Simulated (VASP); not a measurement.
Here is a VASP 6.6.1 calculation.

Contents of POSCAR:

```
LiF
1.0
    0.0000000000      1.9948717406      1.9948717406
    1.9948717406      0.0000000000      1.9948717406
    1.9948717406      1.9948717406      0.0000000000
Li F
1 1
Direct
    0.0000000000      0.0000000000      0.0000000000
    0.5000000000      0.5000000000      0.5000000000
```

INCAR.step1

```
PREC = Accurate ; ENCUT = 500
EDIFF = 1E-8 ; ISMEAR = 0
SIGMA = 0.01 ; LREAL = F
LASPH = T ; NELM = 80
ALGO = Normal ; LWAVE = T
LCHARG = F ; GGA = PE
```

INCAR.step2

```
PREC = Accurate ; ENCUT = 500
EDIFF = 1E-8 ; ISMEAR = 0
SIGMA = 0.01 ; LREAL = F
LASPH = T ; NELM = 1
ALGO = Exact ; LWAVE = T
LCHARG = F ; GGA = PE
NBANDS = 44 ; LOPTICS = T
ISTART = 1
```

INCAR.step3

```
PREC = Accurate ; ENCUT = 500
EDIFF = 1E-8 ; ISMEAR = 0
SIGMA = 0.01 ; LREAL = F
LASPH = T ; ALGO = EVGW0
LWAVE = F ; LCHARG = F
GGA = PE ; NELMGW = 1
NBANDS = 44 ; ENCUTGW = 60.0
NOMEGA = 96 ; PRECFOCK = Fast
ISTART = 1 ; NBANDSGW = 12
OMEGAMAX = 30
```

KPOINTS

```
Automatic mesh
0
Gamma
  4 4 4
```

Potentials or basis: VASP PAW PBE potentials, release 64 (Li_GW, F_GW).

Run with:

```bash
$ cat potpaw_PBE.64/Li_GW/POTCAR potpaw_PBE.64/F_GW/POTCAR > POTCAR
$ cp INCAR.step1 INCAR
$ mpirun -np 1 vasp_std > vasp.out
$ cp INCAR.step2 INCAR
$ mpirun -np 1 vasp_std > vasp.out
$ cp INCAR.step3 INCAR
$ mpirun -np 1 vasp_std > vasp.out
```

What does it give for the quasiparticle gap?

13.72 eV.

Estimate the least direct quasiparticle gap.

13.72 eV.

Estimate the least direct gap of the starting levels on the mesh.

9.31 eV.

What does it give for the band gap of the starting levels on the mesh?

9.31 eV.

Caveat: the k points lie up to 0.68 Å⁻¹ apart; bands, screening cutoff and mesh are small and nothing is extrapolated, so the quasiparticle values aren't converged.
